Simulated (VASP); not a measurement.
Write the native input for VASP 6.6.1 that does the following.

| Item | Value |
| --- | --- |
| Task | single point |
| Functional | LDA |
| Potentials or basis | VASP PAW LDA potentials, release 64 (Al) |
| Cutoff | 520 eV |
| k mesh | 16 × 16 × 16 |
| Occupations | fermi-dirac, width 0.08 eV |
| Spin | no spin polarisation |
| Dipole correction | no |
| Further INCAR settings | ALGO = Normal; EDIFF = 1e-06; NBANDS = 8 |

The structure of Al lies in POSCAR:

```
Al
1.0
    0.0000000000      1.5032204881      1.5032204881
    1.5032204881      0.0000000000      1.5032204881
    1.5032204881      1.5032204881      0.0000000000
Al
1
Direct
    0.0000000000      0.0000000000      0.0000000000
```

This cell differs from its parent crystal: volume scaled by 0.43.

These files were run (other wordings do the same):

INCAR

```
SYSTEM = Al
PREC = Accurate
ENCUT = 520
EDIFF = 1E-6
ISMEAR = -1
SIGMA = 0.08
LREAL = .FALSE.
LASPH = .TRUE.
NELM = 80
ALGO = Normal
ISIF = 2
LWAVE = .FALSE.
LCHARG = .FALSE.
NBANDS = 8
```

KPOINTS

```
regular mesh
0
G
  16 16 16
  0 0 0
```

Potentials or basis: VASP PAW LDA potentials, release 64 (Al).

The run is started by

```sh
$ cat potpaw_LDA.64/Al/POTCAR > POTCAR
$ mpirun -np 1 vasp_std > vasp.out
```

It gave:

- Pressure: 414.5 GPa

It took 1.8 s on 1 thread of Intel(R) Xeon(R) 6975P-C (Granite Rapids) (shared host), peak memory 0.11 GiB.
